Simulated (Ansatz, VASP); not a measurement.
One calculation of ZnSe, two programs

```xyz
2
Lattice="0.0000 2.7751 2.7751 2.7751 0.0000 2.7751 2.7751 2.7751 0.0000" Properties=species:S:1:pos:R:3 pbc="T T T"
Zn    0.0000    0.0000    0.0000
Se    1.3876    1.3876    1.3876
```

Alike in both runs: task single point; functional r2SCAN; k mesh 8 × 8 × 8; occupations gaussian, width 0.02 eV; no spin polarisation.

|  | VASP | Ansatz |
| --- | --- | --- |
| version | VASP 6.6.1 | Ansatz 0.2.0 |
| potentials or method | VASP PAW PBE potentials, release 64 (Zn, Se), cutoff 520 eV | scalar-relativistic, plane waves, PAW |
| valence electrons in the cell | 18 | 28 |

Ansatz gave:

```
gap on the k mesh at the Fermi level (eV) : 2.14
least direct gap on the mesh (eV)         : 2.14
pressure (GPa)                            : 4.6
```

What did VASP give for the same quantities?

gap on the k mesh at the Fermi level (eV): 2.15; least direct gap on the mesh (eV): 2.15; pressure (GPa): 4.8.

VASP's potentials were made for PBE, not for r2SCAN. VASP's potentials hold 18 valence electrons a cell and Ansatz's 28, so a difference there can come from the potentials and not from the codes.
